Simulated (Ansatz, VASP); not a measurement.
## ZrGa3 in VASP and in Ansatz

```
CELL_PARAMETERS angstrom
-1.98550 1.98550 4.40815
1.98550 -1.98550 4.40815
1.98550 1.98550 -4.40815
ATOMIC_POSITIONS crystal
Zr 0.00000 0.00000 0.00000
Ga 0.50000 0.50000 0.00000
Ga 0.75000 0.25000 0.50000
Ga 0.25000 0.75000 0.50000
```

Change from the starting cell: zz strain of +1 %, crystal datasets.

Alike in both runs: task electric field gradients; functional LDA; k mesh 12 × 12 × 12; occupations fermi-dirac, width 0.03 eV; no spin polarisation.

|  | VASP | Ansatz |
| --- | --- | --- |
| version | VASP 6.6.1 | Ansatz 0.2.0 |
| potentials or method | VASP PAW LDA potentials, release 64 (Zr_sv, Ga_d), cutoff 520 eV | all-electron PAW with datasets made for the crystal, scalar-relativistic |

VASP gave:

```
pressure (GPa)                                                : -6.1
traceless stress, the component that is largest in VASP (GPa) : 5.36
size of Vzz on the site where it differs most (V/Å²)          : 98.1
```

Q: What did Ansatz give for the same quantities?

A: Pressure (GPa): -6.3; traceless stress, the component that is largest in VASP (GPa): 5.38; size of Vzz on the site where it differs most (V/Å²): 100.3.

LDA's correlation is that of Perdew and Zunger in VASP and of Perdew and Wang (1992) in Ansatz. Ansatz ran all-electron here, and VASP with PAW potentials.
